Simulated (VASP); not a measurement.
# Pd in VASP: notebook

Pd is run at these levels: PBE; tasks: single point.

Program: VASP 6.6.1. These are calculated values, not measurements. Logs are shortened: lines on timing, memory, paths and dates and some standing lists are left out, and cuts for length are marked.

## 1. The cell of the first run

The typed cell holds 2 atoms: a = 2.793 Å, b = 4.809 Å, c = 2.793 Å, α = 90.05°, β = 89.94°, γ = 125.48°.

## 2. Single point, PBE

File INCAR:

```
  ALGO = Normal
  EDIFF = 1E-7
  ENCUT = 520
  GGA = PE
  ISIF = 2
  ISMEAR = 0
  LASPH = T
  LCHARG = F
  LREAL = F
  LWAVE = F
  NBANDS = 17
  NELM = 60
  PREC = Accurate
  SIGMA = 0.1
```

File KPOINTS:

```
k-points
0
Gamma
  6 6 6
```

File POSCAR:

```
Pd
1.0
    2.7090155368     -0.6199787174      0.2740407982
   -1.9440622665      4.3543303700      0.6238607570
   -0.4008808175     -0.5690500300      2.7044459018
Pd
2
Direct
    0.7020093159      0.3969166947      0.1429319509
    0.7020117073      0.8969163785      0.6429311121
```

Potentials or basis: VASP PAW PBE potentials, release 64 (Pd).

Launch:

```sh
> cat potpaw_PBE.64/Pd/POTCAR > POTCAR
> mpirun -np 1 vasp_std > vasp.out
```

OUTCAR:

```text
EDIFF = 1E-7
   ENCUT = 520
   GGA = PE
   ISIF = 2
   ISMEAR = 0
   LASPH = T
   LREAL = F
   NELM = 60
   PREC = Accurate

 ion  position               nearest neighbor table
   1  0.702  0.397  0.143-   2 2.78   2 2.78   2 2.78   2 2.78   2 2.78   2 2.78   2 2.78   2 2.78

   2  0.702  0.897  0.643-   1 2.78   1 2.78   1 2.78   1 2.78   1 2.78   1 2.78   1 2.78   1 2.78

  LATTYP: Found a base centered monoclinic cell.
 ALAT       =     8.7693824745
 B/A-ratio  =     0.4505774105
 C/A-ratio  =     0.4465785309
 COS(beta)  =    -0.8929685148

  Lattice vectors:

 A1 = (   1.9440622665,  -4.3543303700,  -0.6238607570)
 A2 = (  -0.3640724528,  -3.1653016226,  -3.6023474570)
 A3 = (   0.7649532703,   3.7343516526,   0.8979015552)

Analysis of symmetry for initial positions (statically):
=====================================================================
 Subroutine PRICEL returns following result:

  LATTYP: Found a base centered monoclinic cell.
 ALAT       =     8.7693909984
 B/A-ratio  =     0.4505769726
 C/A-ratio  =     0.3169665550
 COS(beta)  =    -0.9483957537

  Lattice vectors:

 A1 = (  -0.3640705509,  -3.1653034216,  -3.6023523885)
 A2 = (   1.9440641684,  -4.3543321690,  -0.6238656885)
 A3 = (  -1.1724724930,   1.8926410695,   1.6641557952)

   2 primitive cells build up your supercell.

 Routine SETGRP: Setting up the symmetry group for a
 base centered monoclinic supercell.

 Subroutine GETGRP returns: Found  4 space group operations
 (whereof  1 operations were pure point group operations)
 out of a pool of  4 trial point group operations.

The static configuration has the point symmetry C_1 .
 The point group associated with its full space group is C_2h.

Analysis of symmetry for dynamics (positions and initial velocities):
=====================================================================
 Subroutine PRICEL returns following result:

  LATTYP: Found a base centered monoclinic cell.
 ALAT       =     8.7693909984
 B/A-ratio  =     0.4505769726
 C/A-ratio  =     0.3169665550
 COS(beta)  =    -0.9483957537

  Lattice vectors:

 A1 = (  -0.3640705509,  -3.1653034216,  -3.6023523885)
 A2 = (   1.9440641684,  -4.3543321690,  -0.6238656885)
 A3 = (  -1.1724724930,   1.8926410695,   1.6641557952)

   2 primitive cells build up your supercell.

 Routine SETGRP: Setting up the symmetry group for a
 base centered monoclinic supercell.

 Subroutine GETGRP returns: Found  4 space group operations
 (whereof  1 operations were pure point group operations)
 out of a pool of  4 trial point group operations.

The dynamic configuration has the point symmetry C_1 .
 The point group associated with its full space group is C_2h.

 Subroutine INISYM returns: Found  4 space group operations
 (whereof  1 operations are pure point group operations),
 and found     2 'primitive' translations

----------------------------------------------------------------------------------------

                                     Primitive cell

  volume of cell :      15.2701

  direct lattice vectors                    reciprocal lattice vectors
    -0.364070551 -3.165303422 -3.602352389    -0.397216193 -0.163964829 -0.093379773
     1.944064168 -4.354332169 -0.623865689    -0.101531847 -0.316273460  0.288163430
    -1.172472493  1.892641070  1.664155795    -0.897905677 -0.473496086  0.506796559

  length of vectors
     4.809224038  4.809241367  2.779603654     0.439755558  0.439745131  1.134581817

  position of ions in fractional coordinates (direct lattice)
     0.297990684  0.746014841  0.881843938

  ion indices of the primitive-cell ions
   primitive index   ion index
                 1           1

----------------------------------------------------------------------------------------

 KPOINTS: k-points

Automatic generation of k-mesh.
 Grid dimensions read from file:
 generate k-points for:    6    6    6

 Generating k-lattice:

  Cartesian coordinates                     Fractional coordinates (reciprocal lattice)
     0.066202699  0.027327472  0.015563295     0.166666667  0.000000000  0.000000000
     0.008299205  0.040581733  0.009769110     0.000000000  0.166666667  0.000000000
    -0.008622760 -0.012130467  0.057796358     0.000000000  0.000000000  0.166666667

  Length of vectors
     0.073292593  0.042558071  0.059681817

  Shift w.r.t. Gamma in fractional coordinates (k-lattice)
     0.000000000  0.000000000  0.000000000

 Subroutine IBZKPT returns following result:
 ===========================================

 Found     68 irreducible k-points:

 Following reciprocal coordinates:
            Coordinates               Weight
  0.000000  0.000000  0.000000      1.000000
  0.166667 -0.000000 -0.000000      4.000000
  0.333333 -0.000000 -0.000000      4.000000
  0.500000 -0.000000  0.000000      2.000000
 -0.000000  0.166667 -0.000000      2.000000
  0.166667  0.166667 -0.000000      4.000000
[... 16 lines left out ...]
  0.500000  0.000000  0.166667      4.000000
 -0.333333  0.000000  0.166667      4.000000
 [... further k-points ...]
   k-points           NKPTS =     68   k-points in BZ     NKDIM =     68   number of bands    NBANDS=     17
   number of dos      NEDOS =    301   number of ions     NIONS =      2
   total plane-waves  NPLWV =  20736
   dimension x,y,z NGX =    24 NGY =   36 NGZ =   24
   dimension x,y,z NGXF=    48 NGYF=   72 NGZF=   48
   ions per type =               2
   NGX,Y,Z   is equivalent  to a cutoff of  14.29, 12.44, 14.29 a.u.
   NGXF,Y,Z  is equivalent  to a cutoff of  28.58, 24.89, 28.57 a.u.
 SYSTEM =  unknown system
   PREC   = accura    normal or accurate (medium, high low for compatibility)
   ISTART =      0    job   : 0-new  1-cont  2-samecut
   ICHARG =      2    charge: 1-file 2-atom 10-const
   ISPIN  =      1    spin polarized calculation?
   LNONCOLLINEAR =      F non collinear calculations
   LSORBIT =      F    spin-orbit coupling
   LASPH  =      T    aspherical Exc in radial PAW
   ENCUT  =  520.0 eV  38.22 Ry    6.18 a.u.   5.19  8.94  5.19*2*pi/ulx,y,z
   NELM   =     60;   NELMIN=  2; NELMDL= -5     # of ELM steps
   EDIFF  = 0.1E-06   stopping-criterion for ELM
   LREAL  =      F    real-space projection
   EDIFFG = 0.1E-05   stopping-criterion for IOM
   NSW    =      0    number of steps for IOM
   IBRION =     -1    ionic relax: 0-MD 1-quasi-New 2-CG
   NFREE  =      0    steps in history (QN), initial steepest desc. (CG)
   ISIF   =      2    stress and relaxation
   ISYM   =      2    0-nonsym 1-usesym 2-fastsym
   POTIM  = 0.5000    time-step for ionic-motion
   TEBEG  =    0.0;   TEEND  =   0.0 temperature during run
   PSTRESS=    0.0 pullay stress
   NELECT =      20.0000    total number of electrons
   NUPDOWN=      -1.0000    fix difference up-down
   EMIN   =  10.00;   EMAX   =-10.00  energy-range for DOS
   EFERMI =   0.00;   METHOD = LEGACY
   ISMEAR =     0;   SIGMA  =   0.10  broadening in eV -4-tet -1-fermi 0-gaus
   EFERMI_NEDOS =   21; number of points for ismear=-14 and -15
   IALGO  =     38    algorithm
   IMIX   =      4    mixing-type and parameters
     AMIX     =   0.40;   BMIX     =  1.00
     AMIX_MAG =   1.60;   BMIX_MAG =  1.00
  volume/ion in A,a.u.               =      15.27       103.05
  Fermi-wavevector in a.u.,A,eV,Ry     =   1.421655  2.686539 27.498778  2.021103
  Thomas-Fermi vector in A             =   2.542442
   LORBIT       =      0    0 simple, 1 ext, 2 COOP (PROOUT), +10 PAW based schemes
   GGA     = PE    functional components
   LHFCALC =     F    Hartree Fock is set to
   AEXX    =    0.0000 exact exchange contribution
   IVDW    =     0    specifies the selected vdW correction
   LEPSILON=     F    determine dielectric tensor
   LRPA    =     F    only Hartree local field effects (RPA)
 non-spin polarized calculation
 Gauss-broadening in eV      SIGMA  =   0.10
  energy-cutoff  :      520.00
  volume of cell :       30.54
 maximum number of plane-waves:       840
 NGX is ok and might be reduce to    24

 number of electron      19.9999949 magnetization

 Free energy of the ion-electron system (eV)
  ---------------------------------------------------
  ext. energy  EPLUGINS =         0.00000000
  ---------------------------------------------------
  free energy    TOTEN  =       -10.45268397 eV

  energy without entropy =      -10.42161592  energy(sigma->0) =      -10.43714995

 E-fermi :   9.1477     XC(G=0): -12.9764

 val. band max:        9.1475377270   @ k =  -0.0000   0.1667  -0.0000
 cond. band min:       9.1544682302   @ k =   0.5000  -0.0000   0.0000
 fundamental gap:      0.0069305032
 Fermi energy:         9.1477306111

 k-point     1 :       0.0000    0.0000    0.0000
  band No.  band energies     occupation
      1       2.3335      2.00000
      2       4.0842      2.00000
      3       4.3571      2.00000
      4       6.4567      2.00000
      5       6.4663      2.00000
      6       6.5468      2.00000
[... 9 lines left out ...]
     16      26.3816      0.00000
     17      30.1770      0.00000

 k-point     2 :       0.1667   -0.0000   -0.0000
  band No.  band energies     occupation
      1       3.2351      2.00000
      2       4.5405      2.00000
      3       4.8944      2.00000
      4       6.2708      2.00000
      5       6.7014      2.00000
      6       6.7661      2.00000
[... 9 lines left out ...]
     16      26.2157      0.00000
     17      27.6230      0.00000

 k-point     3 :       0.3333   -0.0000   -0.0000
  band No.  band energies     occupation
      1       4.2479      2.00000
      2       4.6947      2.00000
      3       6.0620      2.00000
      4       6.6018      2.00000
      5       6.6778      2.00000
      6       6.9928      2.00000
[... 9 lines left out ...]
     16      26.6280      0.00000
     17      27.5823      0.00000

 k-point     4 :       0.5000   -0.0000    0.0000
  band No.  band energies     occupation
      1       4.1568      2.00000
      2       4.1571      2.00000
      3       6.4115      2.00000
      4       6.4133      2.00000
      5       6.4840      2.00000
      6       6.4863      2.00000
[... 9 lines left out ...]
     16      25.7313      0.00000
     17      29.8802      0.00000

 k-point     5 :      -0.0000    0.1667   -0.0000
  band No.  band energies     occupation
      1       2.6614      2.00000
      2       4.2336      2.00000
      3       4.4818      2.00000
      4       6.3718      2.00000
      5       6.6015      2.00000
      6       6.6103      2.00000
[... 9 lines left out ...]
     16      26.7092      0.00000
     17      29.9810      0.00000

 k-point     6 :       0.1667    0.1667   -0.0000
  band No.  band energies     occupation
      1       3.9587      2.00000
      2       4.7806      2.00000
      3       5.2882      2.00000
      4       6.1038      2.00000
      5       6.8427      2.00000
      6       6.8846      2.00000
[... 9 lines left out ...]
     16      25.4167      0.00000
     17      27.5625      0.00000

 k-point     7 :       0.3333    0.1667   -0.0000
  band No.  band energies     occupation
      1       4.3835      2.00000
      2       4.3837      2.00000
      3       6.4521      2.00000
      4       6.4535      2.00000
      5       6.6614      2.00000
      6       6.6628      2.00000
[... 9 lines left out ...]
     16      26.2695      0.00000
     17      29.1834      0.00000

 k-point     8 :       0.5000    0.1667   -0.0000
  band No.  band energies     occupation
      1       4.3425      2.00000
      2       4.3426      2.00000
      3       6.3953      2.00000
      4       6.3969      2.00000
      5       6.5620      2.00000
      6       6.5632      2.00000
[... 9 lines left out ...]
     16      25.9195      0.00000
     17      28.7798      0.00000
[... 203 lines left out ...]
      1       4.3301      2.00000
      2       4.9943      2.00000
      3       5.7629      2.00000
      4       6.3978      2.00000
      5       6.7894      2.00000
      6       6.8273      2.00000
[... 9 lines left out ...]
     16      26.7041      0.00000
     17      26.9232      0.00000

 k-point    20 :       0.5000    0.5000   -0.0000
  band No.  band energies     occupation
      1       5.5152      2.00000
      2       5.5152      2.00000
      3       5.9316      2.00000
      4       5.9316      2.00000
      5       6.2880      2.00000
      6       6.2880      2.00000
[... 9 lines left out ...]
     16      21.8444      0.00000
     17      28.5273      0.00000

 k-point    21 :       0.1667    0.0000    0.1667
  band No.  band energies     occupation
      1       3.7884      2.00000
      2       4.9450      2.00000
      3       5.1697      2.00000
      4       5.8946      2.00000
      5       6.8602      2.00000
      6       6.8787      2.00000
[... 9 lines left out ...]
     16      26.5645      0.00000
     17      26.8427      0.00000

 k-point    22 :       0.3333   -0.0000    0.1667
  band No.  band energies     occupation
      1       4.7306      2.00000
      2       5.1207      2.00000
      3       5.8211      2.00000
      4       6.3677      2.00000
      5       6.4524      2.00000
      6       6.7398      2.00000
[... 9 lines left out ...]
     16      25.9312      0.00000
     17      26.3290      0.00000

 k-point    23 :       0.5000    0.0000    0.1667
  band No.  band energies     occupation
      1       4.6030      2.00000
      2       4.6033      2.00000
      3       6.0788      2.00000
      4       6.0799      2.00000
      5       6.8796      2.00000
      6       6.8816      2.00000
[... 9 lines left out ...]
     16      25.5860      0.00000
     17      27.0411      0.00000

 k-point    24 :      -0.3333    0.0000    0.1667
  band No.  band energies     occupation
      1       4.7313      2.00000
      2       5.1212      2.00000
      3       5.8214      2.00000
      4       6.3682      2.00000
      5       6.4524      2.00000
      6       6.7391      2.00000
[... 9 lines left out ...]
     16      25.9098      0.00000
     17      26.3287      0.00000

 [... further k-points ...]
[... 5 lines left out ...]
  --------------------------------------------------------------------------------------
  -------------------------------------------------------------------------------------
  Total       -0.0491323     -0.0330189     -0.0474692     -0.0000526      0.0080362     -0.0030473
  in kB       -2.5775408     -1.7322121     -2.4902966     -0.0027572      0.4215900     -0.1598675
  external PRESSURE =      -2.2666831 kB  Pullay stress =       0.0000000 kB

 VOLUME and BASIS-vectors are now :
 -----------------------------------------------------------------------------
  energy-cutoff  :      520.00
  volume of cell :       30.54
      direct lattice vectors                 reciprocal lattice vectors
     2.709015537 -0.619978717  0.274040798     0.397216193  0.163964829  0.093379773
    -1.944062267  4.354330370  0.623860757     0.049795233  0.243490401  0.058614659
    -0.400880817 -0.569050030  2.704445902    -0.051736562 -0.072782805  0.346778150

 POSITION                                       TOTAL-FORCE (eV/Angst)
 -----------------------------------------------------------------------------------
      1.07282      1.21174      0.82655        -0.000000     -0.000000      0.000000
     -0.09964      3.10438      2.49070         0.000000      0.000000      0.000000
 -----------------------------------------------------------------------------------
    total drift:                                0.001353     -0.000375     -0.000676

  FREE ENERGIE OF THE ION-ELECTRON SYSTEM (eV)
  ---------------------------------------------------
  free  energy   TOTEN  =       -10.4526839713 eV

  energy  without entropy=      -10.4216159196  energy(sigma->0) =      -10.43714995
```

Wall time 11 s (1 thread of Intel Xeon 6975P-C (Granite Rapids), shared host); peak memory 0.17 GiB.

Results:

```
Free energy            : -10.4527 eV
Pressure               : -0.2 GPa
Band gap on the k mesh : zero (band 10 reaches 9.46 eV, above the bottom of band 11 at 8.52 eV)
```

Levels at points of the mesh, in eV from the Fermi level:
```tsv
k point	band 6	band 7	band 8	band 9	band 10	band 11	band 12	band 13	band 14	band 15
(0.00, 0.00, 0.00)	-2.60	-1.18	-1.10	-0.03	0.28	0.29	3.52	10.61	12.97	12.98
(0.50, 0.00, 0.00)	-2.66	-0.02	-0.02	0.01	0.01	1.15	1.15	7.09	7.09	16.58
(0.00, 0.50, 0.00)	-1.63	-1.47	-1.47	-1.47	-1.47	-0.63	-0.63	17.77	17.77	17.78
(0.50, 0.50, 0.00)	-2.86	-1.76	-1.76	-1.20	-1.20	2.25	2.25	12.50	12.50	12.70
(0.50, 0.00, 0.50)	-3.17	-1.22	-1.22	0.27	0.27	8.76	8.76	8.78	8.78	10.11
(0.50, 0.50, 0.50)	-0.04	0.27	0.27	0.31	0.31	3.35	3.37	10.37	10.40	13.10
```

Caveat: the k points lie up to 0.46 Å⁻¹ apart.

## 3. Single point, PBE

This run uses another cell than the first one: it holds 1 atom, not 2.

File INCAR:

```
SYSTEM = Pd
PREC = Accurate ; ENCUT = 520
EDIFF = 1E-7 ; ISMEAR = 0
SIGMA = 0.1 ; LREAL = .FALSE.
LASPH = .TRUE. ; NELM = 100
ALGO = Normal ; ISIF = 2
LWAVE = .FALSE. ; LCHARG = .FALSE.
GGA = PE ; NBANDS = 11
```

File KPOINTS:

```
regular mesh
0
G
  24 24 24
  0 0 0
```

File POSCAR:

```
Pd
1.0
    0.0000000000      1.9714220413      1.9714220413
    1.9714220413      0.0000000000      1.9714220413
    1.9714220413      1.9714220413      0.0000000000
Pd
1
Direct
    0.0000000000      0.0000000000      0.0000000000
```

Potentials or basis: VASP PAW PBE potentials, release 64 (Pd).

Launch:

```sh
> cat potpaw_PBE.64/Pd/POTCAR > POTCAR
> mpirun -np 1 vasp_std > vasp.out
```

Run time: 20 s. Hardware: 1 thread of Intel Xeon 6975P-C (Granite Rapids), shared host; peak memory 0.19 GiB.

The run converged. Its results:

```yaml
Free_energy: -5.2240 eV
Pressure: -0.3 GPa
Band_gap_on_the_k_mesh: zero (band 5 reaches 9.42 eV, above the bottom of band 6 at 7.94 eV)
```

Levels at points of the mesh, in eV from the Fermi level:
```tsv
k point	band 3	band 4	band 5	band 6	band 7	band 8
(0.00, 0.00, 0.00)	-2.67	-2.67	-1.16	-1.16	17.16	21.72
(0.50, 0.00, 0.00)	-2.71	-0.03	-0.03	1.10	7.02	16.51
(0.50, 0.50, 0.00)	-0.06	0.27	0.27	3.35	10.38	13.00
```

## 4. Single point, PBE

This run uses another cell than the first one: it holds 1 atom, not 2.

File INCAR:

```
SYSTEM = Pd
  PREC = Accurate
  ENCUT = 520
  EDIFF = 1E-6
  ISMEAR = 0
  SIGMA = 0.1
  LREAL = .False.
  LASPH = .True.
  NELM = 100
  ALGO = Normal
  ISIF = 2
  LWAVE = .False.
  LCHARG = .True.
  GGA = PE
  LELF = .True.
  LVHAR = .True.
  NBANDS = 11
```

File KPOINTS:

```
Automatic mesh
0
Gamma
  24 24 24
  0 0 0
```

File POSCAR:

```
Pd
1.0
    0.0000000000      1.9714109867      1.9714109867
    1.9714109867      0.0000000000      1.9714109867
    1.9714109867      1.9714109867      0.0000000000
Pd
1
Direct
    0.0000000000      0.0000000000      0.0000000000
```

Launch:

```sh
> cat potpaw_PBE.64/Pd/POTCAR > POTCAR
> mpirun -np 1 vasp_std > vasp.out
```

Wall time 19 s (1 thread of Intel Xeon 6975P-C (Granite Rapids), shared host); peak memory 0.19 GiB.

It converged, with:

```yaml
Free_energy: -5.2240 eV
Pressure: -0.3 GPa
Band_gap_on_the_k_mesh: zero (band 5 reaches 9.42 eV, above the bottom of band 6 at 7.94 eV)
```

Levels at points of the mesh, in eV from the Fermi level:
| k point | band 1 | band 2 | band 3 | band 4 | band 5 | band 6 | band 7 | band 8 | band 9 | band 10 |
| --- | --- | --- | --- | --- | --- | --- | --- | --- | --- | --- |
| (0.00, 0.00, 0.00) | -6.85 | -2.67 | -2.67 | -2.67 | -1.16 | -1.16 | 17.16 | 21.72 | 21.72 | 21.72 |
| (0.50, 0.00, 0.00) | -5.01 | -2.71 | -2.71 | -0.03 | -0.03 | 1.10 | 7.02 | 16.51 | 20.73 | 20.73 |
| (0.50, 0.50, 0.00) | -5.08 | -4.81 | -0.06 | 0.27 | 0.27 | 3.35 | 10.38 | 13.00 | 13.00 | 21.01 |
